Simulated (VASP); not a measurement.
# Sn4Te3 in VASP: single point with PBE

Aim: the single point of Sn4Te3 with PBE.

Program: VASP 6.6.1. These are calculated values, not measurements. Logs are shortened: lines on timing, memory, paths and dates and some standing lists are left out, and cuts for length are marked.

## 1. The cell of the first run

The cell holds a slab with vacuum, 7 atoms: a = 4.464 Å, b = 4.464 Å, c = 25.934 Å, α = 90.00°, β = 90.00°, γ = 120.00°.

## 2. Single point, PBE

File INCAR:

```
ALGO = Normal ; DIPOL = 0.5 0.5 0.500
EDIFF = 1E-6 ; ENCUT = 520
GGA = PE ; IDIPOL = 3
ISIF = 2 ; ISMEAR = -1
LASPH = True ; LCHARG = False
LDIPOL = True ; LREAL = False
LWAVE = False ; NBANDS = 46
NELM = 100 ; PREC = Accurate
SIGMA = 0.05
```

File KPOINTS:

```
k-points
0
Gamma
  7 7 1
```

File POSCAR:

```
Sn4Te3
1.0
    4.4639651096      0.0000000000      0.0000000000
   -2.2319825548      3.8659071865      0.0000000000
    0.0000000000      0.0000000000     25.9344367482
Sn Te
4 3
Direct
    0.6666666667      0.3333333333      0.2891907803
    0.3333333333      0.6666666667      0.4297302601
    0.0000000000      0.0000000000      0.5702697399
    0.6666666667      0.3333333333      0.7108092197
    0.0000000000      0.0000000000      0.3594605202
    0.6666666667      0.3333333333      0.5000000000
    0.3333333333      0.6666666667      0.6405394798
```

Potentials or basis: VASP PAW PBE potentials, release 64 (Sn_d, Te).

Launch:

```sh
cat potpaw_PBE.64/Sn_d/POTCAR potpaw_PBE.64/Te/POTCAR > POTCAR
mpirun -np 1 vasp_std > vasp.out
```

OUTCAR:

```text
EDIFF = 1E-6
   ENCUT = 520
   GGA = PE
   ISIF = 2
   ISMEAR = -1
   LASPH = True
   LREAL = False
   NELM = 100
   PREC = Accurate

 ion  position               nearest neighbor table
   1  0.667  0.333  0.289-   5 3.16   5 3.16   5 3.16
   2  0.333  0.667  0.430-   6 3.16   6 3.16   5 3.16   5 3.16   5 3.16   6 3.16
   3  0.000  0.000  0.570-   6 3.16   7 3.16   7 3.16   6 3.16   6 3.16   7 3.16
   4  0.667  0.333  0.711-   7 3.16   7 3.16   7 3.16
   5  0.000  0.000  0.359-   2 3.16   1 3.16   2 3.16   1 3.16   2 3.16   1 3.16
   6  0.667  0.333  0.500-   2 3.16   2 3.16   3 3.16   3 3.16   3 3.16   2 3.16
   7  0.333  0.667  0.641-   4 3.16   3 3.16   4 3.16   3 3.16   3 3.16   4 3.16

  LATTYP: Found a hexagonal cell.
 ALAT       =     4.4639651096
 C/A-ratio  =     5.8097310600

  Lattice vectors:

 A1 = (   4.4639651096,   0.0000000000,   0.0000000000)
 A2 = (  -2.2319825548,   3.8659071865,   0.0000000000)
 A3 = (   0.0000000000,   0.0000000000,  25.9344367482)

Analysis of symmetry for initial positions (statically):
=====================================================================
 Subroutine PRICEL returns:
 Original cell was already a primitive cell.

 Routine SETGRP: Setting up the symmetry group for a
 hexagonal supercell.

 Subroutine GETGRP returns: Found 12 space group operations
 (whereof  6 operations were pure point group operations)
 out of a pool of 24 trial point group operations.

The static configuration has the point symmetry C_3v.
 The point group associated with its full space group is D_3d.

Analysis of symmetry for dynamics (positions and initial velocities):
=====================================================================
 Subroutine PRICEL returns:
 Original cell was already a primitive cell.

 Routine SETGRP: Setting up the symmetry group for a
 hexagonal supercell.

 Subroutine GETGRP returns: Found 12 space group operations
 (whereof  6 operations were pure point group operations)
 out of a pool of 24 trial point group operations.

The dynamic configuration has the point symmetry C_3v.
 The point group associated with its full space group is D_3d.

 Subroutine INISYM returns: Found 12 space group operations
 (whereof  6 operations are pure point group operations),
 and found     1 'primitive' translations

----------------------------------------------------------------------------------------

                                     Primitive cell

  volume of cell :     447.5577

  direct lattice vectors                    reciprocal lattice vectors
     4.463965110  0.000000000  0.000000000     0.224016088  0.129335749  0.000000000
    -2.231982555  3.865907186  0.000000000     0.000000000  0.258671497  0.000000000
     0.000000000  0.000000000 25.934436748     0.000000000  0.000000000  0.038558771

  length of vectors
     4.463965110  4.463965110 25.934436748     0.258671497  0.258671497  0.038558771

  position of ions in fractional coordinates (direct lattice)
     0.666666667  0.333333333  0.289190780
     0.333333333  0.666666667  0.429730260
     0.000000000  0.000000000  0.570269740
     0.666666667  0.333333333  0.710809220
     0.000000000  0.000000000  0.359460520
     0.666666667  0.333333333  0.500000000
     0.333333333  0.666666667  0.640539480

  ion indices of the primitive-cell ions
   primitive index   ion index
                 1           1
                 2           2
                 3           3
                 4           4
                 5           5
                 6           6
                 7           7

----------------------------------------------------------------------------------------

 KPOINTS: k-points

Automatic generation of k-mesh.
 Grid dimensions read from file:
 generate k-points for:    7    7    1

 Generating k-lattice:

  Cartesian coordinates                     Fractional coordinates (reciprocal lattice)
     0.032002298  0.018476536  0.000000000     0.142857143  0.000000000  0.000000000
     0.000000000  0.036953071  0.000000000     0.000000000  0.142857143  0.000000000
     0.000000000  0.000000000  0.038558771     0.000000000  0.000000000  1.000000000

  Length of vectors
     0.036953071  0.036953071  0.038558771

  Shift w.r.t. Gamma in fractional coordinates (k-lattice)
     0.000000000  0.000000000  0.000000000

 Subroutine IBZKPT returns following result:
 ===========================================

 Found      8 irreducible k-points:

 Following reciprocal coordinates:
            Coordinates               Weight
  0.000000  0.000000  0.000000      1.000000
  0.142857  0.000000  0.000000      6.000000
  0.285714  0.000000  0.000000      6.000000
  0.428571  0.000000  0.000000      6.000000
  0.142857  0.142857  0.000000      6.000000
  0.285714  0.142857  0.000000     12.000000
  0.428571  0.142857  0.000000      6.000000
  0.285714  0.285714  0.000000      6.000000
   k-points           NKPTS =      8   k-points in BZ     NKDIM =      8   number of bands    NBANDS=     46
   number of dos      NEDOS =    301   number of ions     NIONS =      7
   total plane-waves  NPLWV = 254016
   dimension x,y,z NGX =    36 NGY =   36 NGZ =  196
   dimension x,y,z NGXF=    72 NGYF=   72 NGZF=  392
   ions per type =               4   3
   NGX,Y,Z   is equivalent  to a cutoff of  13.41, 13.41, 12.56 a.u.
   NGXF,Y,Z  is equivalent  to a cutoff of  26.81, 26.81, 25.13 a.u.
 SYSTEM =  unknown system
   PREC   = accura    normal or accurate (medium, high low for compatibility)
   ISTART =      0    job   : 0-new  1-cont  2-samecut
   ICHARG =      2    charge: 1-file 2-atom 10-const
   ISPIN  =      1    spin polarized calculation?
   LNONCOLLINEAR =      F non collinear calculations
   LSORBIT =      F    spin-orbit coupling
   LASPH  =      T    aspherical Exc in radial PAW
   ENCUT  =  520.0 eV  38.22 Ry    6.18 a.u.   8.30  8.30 48.22*2*pi/ulx,y,z
   NELM   =    100;   NELMIN=  2; NELMDL= -5     # of ELM steps
   EDIFF  = 0.1E-05   stopping-criterion for ELM
   LREAL  =      F    real-space projection
   EDIFFG = 0.1E-04   stopping-criterion for IOM
   NSW    =      0    number of steps for IOM
   IBRION =     -1    ionic relax: 0-MD 1-quasi-New 2-CG
   NFREE  =      0    steps in history (QN), initial steepest desc. (CG)
   ISIF   =      2    stress and relaxation
   ISYM   =      2    0-nonsym 1-usesym 2-fastsym
   POTIM  = 0.5000    time-step for ionic-motion
   TEBEG  =    0.0;   TEEND  =   0.0 temperature during run
   PSTRESS=    0.0 pullay stress
   NELECT =      74.0000    total number of electrons
   NUPDOWN=      -1.0000    fix difference up-down
   EMIN   =  10.00;   EMAX   =-10.00  energy-range for DOS
   EFERMI =   0.00;   METHOD = LEGACY
   ISMEAR =    -1;   SIGMA  =   0.05  broadening in eV -4-tet -1-fermi 0-gaus
   EFERMI_NEDOS =   21; number of points for ismear=-14 and -15
   IALGO  =     38    algorithm
   IMIX   =      4    mixing-type and parameters
     AMIX     =   0.40;   BMIX     =  1.00
     AMIX_MAG =   1.60;   BMIX_MAG =  1.00
  volume/ion in A,a.u.               =      63.94       431.47
  Fermi-wavevector in a.u.,A,eV,Ry     =   0.898537  1.697988 10.984906  0.807368
  Thomas-Fermi vector in A             =   2.021258
   LORBIT       =      0    0 simple, 1 ext, 2 COOP (PROOUT), +10 PAW based schemes
   GGA     = PE    functional components
   LHFCALC =     F    Hartree Fock is set to
   AEXX    =    0.0000 exact exchange contribution
   IVDW    =     0    specifies the selected vdW correction
   LEPSILON=     F    determine dielectric tensor
   LRPA    =     F    only Hartree local field effects (RPA)
 non-spin polarized calculation
  energy-cutoff  :      520.00
  volume of cell :      447.56
 maximum number of plane-waves:     12087
 NGX is ok and might be reduce to    36
   NGX = 17   NGY = 17   NGZ = 97

 number of electron      74.0000011 magnetization

 dipolmoment           0.000000      0.000000     -0.000000 electrons x Angstroem

 Free energy of the ion-electron system (eV)
  ---------------------------------------------------
  ext. energy  EPLUGINS =         0.00000000
  ---------------------------------------------------
  free energy    TOTEN  =       -24.68164882 eV

  energy without entropy =      -24.63686860  energy(sigma->0) =      -24.65925871

 E-fermi :   1.6300     XC(G=0):  -5.4180

 val. band max:        1.5745045270   @ k =   0.2857   0.2857   0.0000
 cond. band min:       1.6360401926   @ k =   0.1429   0.1429   0.0000
 fundamental gap:      0.0615356656
 Fermi energy:         1.6299858494

 k-point     1 :       0.0000    0.0000    0.0000
  band No.  band energies     occupation
      1     -20.4662      2.00000
      2     -20.4662      2.00000
      3     -20.4662      2.00000
      4     -20.4662      2.00000
      5     -20.4621      2.00000
      6     -20.4621      2.00000
[... 38 lines left out ...]
     45       3.6545      0.00000
     46       3.9770      0.00000

 k-point     2 :       0.1429    0.0000    0.0000
  band No.  band energies     occupation
      1     -20.4671      2.00000
      2     -20.4671      2.00000
      3     -20.4655      2.00000
      4     -20.4655      2.00000
      5     -20.4615      2.00000
      6     -20.4614      2.00000
[... 38 lines left out ...]
     45       3.9178      0.00000
     46       4.3611      0.00000

 k-point     3 :       0.2857    0.0000    0.0000
  band No.  band energies     occupation
      1     -20.4693      2.00000
      2     -20.4693      2.00000
      3     -20.4647      2.00000
      4     -20.4647      2.00000
      5     -20.4617      2.00000
      6     -20.4617      2.00000
[... 38 lines left out ...]
     45       4.3220      0.00000
     46       4.6721      0.00000

 k-point     4 :       0.4286    0.0000    0.0000
  band No.  band energies     occupation
      1     -20.4712      2.00000
      2     -20.4711      2.00000
      3     -20.4646      2.00000
      4     -20.4646      2.00000
      5     -20.4625      2.00000
      6     -20.4624      2.00000
[... 38 lines left out ...]
     45       4.3096      0.00000
     46       4.6985      0.00000

 k-point     5 :       0.1429    0.1429    0.0000
  band No.  band energies     occupation
      1     -20.4684      2.00000
      2     -20.4684      2.00000
      3     -20.4651      2.00000
      4     -20.4651      2.00000
      5     -20.4606      2.00000
      6     -20.4606      2.00000
[... 38 lines left out ...]
     45       4.1825      0.00000
     46       4.5511      0.00000

 k-point     6 :       0.2857    0.1429    0.0000
  band No.  band energies     occupation
      1     -20.4701      2.00000
      2     -20.4701      2.00000
      3     -20.4650      2.00000
      4     -20.4650      2.00000
      5     -20.4612      2.00000
      6     -20.4612      2.00000
[... 38 lines left out ...]
     45       4.6192      0.00000
     46       4.7557      0.00000

 k-point     7 :       0.4286    0.1429    0.0000
  band No.  band energies     occupation
      1     -20.4709      2.00000
      2     -20.4709      2.00000
      3     -20.4651      2.00000
      4     -20.4651      2.00000
      5     -20.4615      2.00000
      6     -20.4615      2.00000
[... 38 lines left out ...]
     45       4.5339      0.00000
     46       4.7787      0.00000

 k-point     8 :       0.2857    0.2857    0.0000
  band No.  band energies     occupation
      1     -20.4702      2.00000
      2     -20.4702      2.00000
      3     -20.4657      2.00000
      4     -20.4657      2.00000
      5     -20.4590      2.00000
      6     -20.4590      2.00000
[... 38 lines left out ...]
     45       4.5733      0.00000
     46       5.4356      0.00000

------------------------ aborting loop because EDIFF is reached ----------------------------------------

 vacuum level on the upper side and lower side of the slab       (xc-potential included)        -0.374        -0.374

  FORCE on cell =-STRESS in cart. coord.  units (eV):
  Direction    XX          YY          ZZ          XY          YZ          ZX
  --------------------------------------------------------------------------------------
  -------------------------------------------------------------------------------------
  Total       -1.8881113     -1.8881113      2.0010997      0.0000000      0.0000000      0.0000000
  in kB       -6.7591042     -6.7591042      7.1635828      0.0000000      0.0000000      0.0000000
  external PRESSURE =      -2.1182085 kB  Pullay stress =       0.0000000 kB

 VOLUME and BASIS-vectors are now :
 -----------------------------------------------------------------------------
  energy-cutoff  :      520.00
  volume of cell :      447.56
      direct lattice vectors                 reciprocal lattice vectors
     4.463965110  0.000000000  0.000000000     0.224016088  0.129335749  0.000000000
    -2.231982555  3.865907186  0.000000000     0.000000000  0.258671497  0.000000000
     0.000000000  0.000000000 25.934436748     0.000000000  0.000000000  0.038558771

 POSITION                                       TOTAL-FORCE (eV/Angst)
 -----------------------------------------------------------------------------------
      2.23198      1.28864      7.50000        -0.000000      0.000000      0.068573
     -0.00000      2.57727     11.14481        -0.000000      0.000000      0.230897
      0.00000      0.00000     14.78962         0.000000     -0.000000     -0.230897
      2.23198      1.28864     18.43444         0.000000      0.000000     -0.068573
      0.00000      0.00000      9.32241        -0.000000      0.000000     -0.514916
      2.23198      1.28864     12.96722         0.000000      0.000000     -0.000000
     -0.00000      2.57727     16.61203         0.000000      0.000000      0.514916
 -----------------------------------------------------------------------------------
    total drift:                               -0.000000      0.000000      0.000000

  FREE ENERGIE OF THE ION-ELECTRON SYSTEM (eV)
  ---------------------------------------------------
  free  energy   TOTEN  =       -24.6816488248 eV

  energy  without entropy=      -24.6368685964  energy(sigma->0) =      -24.65925871

 vacuum level on the upper side and lower side of the slab         4.916         4.916
```

It took 2.1 min on 1 thread of Intel Xeon 6975P-C (Granite Rapids), shared host; peak memory 0.6 GiB.

What came out:

```yaml
Free_energy: -24.6816 eV
Largest_force: 0.515 eV/Å
Band_gap_on_the_k_mesh: zero (band 37 reaches 1.64 eV, above the bottom of band 38 at 1.53 eV)
```

Forces on the atoms (eV/Å):
```
Sn   0.000  0.000  0.069
Sn   0.000  0.000  0.231
Sn   0.000  0.000 -0.231
Sn   0.000  0.000 -0.069
Te   0.000  0.000 -0.515
Te   0.000  0.000  0.000
Te   0.000  0.000  0.515
```

Levels at points of the mesh, in eV from the Fermi level:
```csv
k point,band 33,band 34,band 35,band 36,band 37,band 38,band 39,band 40,band 41,band 42
"(0.00, 0.00, 0.00)",-2.12,-2.05,-1.39,-0.79,-0.28,0.42,0.43,0.43,1.10,1.10
```

Caveat: spin-orbit coupling is left out, which moves the levels of the heavy elements.
